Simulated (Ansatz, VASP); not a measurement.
BAs: VASP beside Ansatz

```xyz
2
Lattice="0.0000 2.3677 2.3677 2.3677 0.0000 2.3677 2.3677 2.3677 0.0000" Properties=species:S:1:pos:R:3 pbc="T T T"
B     0.0000    0.0000    0.0000
As    1.1839    1.1839    1.1839
```

Alike in both runs: task single point; functional r2SCAN; k mesh 8 × 8 × 8; no spin polarisation.

|  | VASP | Ansatz |
| --- | --- | --- |
| version | VASP 6.6.1 | Ansatz 0.2.0 |
| potentials or method | VASP PAW PBE potentials, release 64 (B, As) | plane waves, PAW |
| plane-wave cutoff (eV) | 550 | 500 |
| occupations | gaussian, width 0.01 eV | fixed |
| valence electrons in the cell | 8 | 18 |

|  | VASP | Ansatz | Ansatz less VASP |
| --- | --- | --- | --- |
| gap on the k mesh at the Fermi level (eV) | 1.35 | 1.36 | +0.002 |
| pressure (GPa) | 4.9 | 4.6 | -0.32 |

VASP's potentials were made for PBE, not for r2SCAN. VASP's potentials hold 8 valence electrons a cell and Ansatz's 18, so a difference there can come from the potentials and not from the codes.
